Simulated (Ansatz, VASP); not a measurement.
# Te in VASP and in Ansatz

```xyz
1
Lattice="0.0000 2.4073 2.4073 2.4073 0.0000 2.4073 2.4073 2.4073 0.0000" Properties=species:S:1:pos:R:3 pbc="T T T"
Te    0.0000    0.0000    0.0000
```

Alike in both runs: task single point; functional RPBE; k mesh 13 × 13 × 13; occupations fermi-dirac, width 0.1 eV; no spin polarisation.

|  | VASP | Ansatz |
| --- | --- | --- |
| version | VASP 6.6.1 | Ansatz 0.2.0 |
| potentials or method | VASP PAW PBE potentials, release 64 (Te), cutoff 520 eV | plane waves (420 eV) with PAW, scalar-relativistic |
| valence electrons in the cell | 6 | 16 |

Ansatz gave:

* pressure (GPa): 2.1

Which values does VASP return?

Pressure (GPa): 2.0.

VASP's potentials were made for PBE, not for RPBE. The functional is the same, so the differences come from potentials, cutoffs and numerics. VASP's potentials hold 6 valence electrons a cell and Ansatz's 16, so a difference there can come from the potentials and not from the codes.

Spin-orbit coupling is off throughout.
